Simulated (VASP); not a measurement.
Runs of VASP 6.6.1 on Pd. The structure is that of space group Fm-3m (No. 225), or close to it. The cells are those of the table. 

```tsv
task	spin	cell	k mesh	cutoff (eV)	gap on the mesh (eV)	pressure (GPa)	moment (μB)
single point	off	a = 2.847 Å, angles 60.0°, 1 atom	22 × 22 × 22	500	none	-5.6	-
single point	off	a = 2.693 Å, angles 60.0°, 1 atom	22 × 22 × 22	500	none	27.0	-
single point	off	a = 2.883 Å, angles 60.0°, 1 atom	22 × 22 × 22	500	none	-9.6	-
single point	off	a = 2.918 Å, angles 60.0°, 1 atom	22 × 22 × 22	500	none	-12.6	-
relaxation of cell and atoms	off	relaxed from a = 2.751 Å, angles 60.0°, 1 atom	14 × 14 × 14	500	none	0.0	-
single point	off	a = 2.810 Å, angles 60.0°, 1 atom	14 × 14 × 14	500	none	-0.2	-
single point	non-collinear, zero start, SOC	a = 2.810 Å, angles 60.0°, 1 atom	14 × 14 × 14	500	-	-0.1	(a)
single point	collinear, ferromagnetic start	a = 2.810 Å, angles 60.0°, 1 atom	7 × 7 × 7	500	none	0.0	0.05
single point	off	a = 2.733 Å, angles 60.0°, 1 atom	22 × 22 × 22	500	none	15.4	-
single point	off	a = 2.810 Å, angles 60.0°, 1 atom	22 × 22 × 22	500	none	(c)	-
single point	off	a = 2.810 Å, angles 60.0°, 1 atom	22 × 22 × 22	520	none	(b)	-
single point	off	a = 2.810 Å, angles 60.0°, 1 atom	7 × 7 × 7	520	none	0.0	-
```

Alike in all rows: level revPBE; potentials or basis VASP PAW PBE potentials, release 64 (Pd); smearing fermi-dirac 0.1 eV.

Problem. Fill in the values left out.

Solution. (a) 0.00; (b) -0.4; (c) -0.3.

Caveats: some runs use coarse meshes; the PAW data sets were made with another functional, which shifts forces and pressure a little.

A k mesh can miss the band edges, and rows without SOC leave out spin-orbit coupling on Pd.

A gap of «none» marks levels without a gap at the run's occupations.
